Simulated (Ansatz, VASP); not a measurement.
## One calculation of TiAl3, two programs

```
Ti Al
1.0
    -1.88445    1.88445    4.21691
     1.88445   -1.88445    4.21691
     1.88445    1.88445   -4.21691
Ti Al
1 3
Direct
  0.00000 0.00000 0.00000
  0.50000 0.50000 0.00000
  0.75000 0.25000 0.50000
  0.25000 0.75000 0.50000
```

Alike in both runs: functional revPBE; dispersion D3(BJ); k mesh 9 × 9 × 9; no spin polarisation.

Ansatz relaxed the structure, and its values are those at the end. VASP's run is a single point on that final structure, the one shown.

|  | VASP | Ansatz |
| --- | --- | --- |
| version | VASP 6.6.1 | Ansatz 0.2.0 |
| potentials or method | VASP PAW PBE potentials, release 64 (Ti_sv, Al) | plane waves, PAW |
| plane-wave cutoff (eV) | 500 | 420 |
| occupations | methfessel-paxton of order 1, width 0.1 eV | cold, width 0.1 eV |
| valence electrons in the cell | 21 | 21 |

```csv
,VASP,Ansatz,Ansatz less VASP
pressure (GPa),-0.2,0.0,+0.16
```

VASP's potentials were made for PBE, not for revPBE.
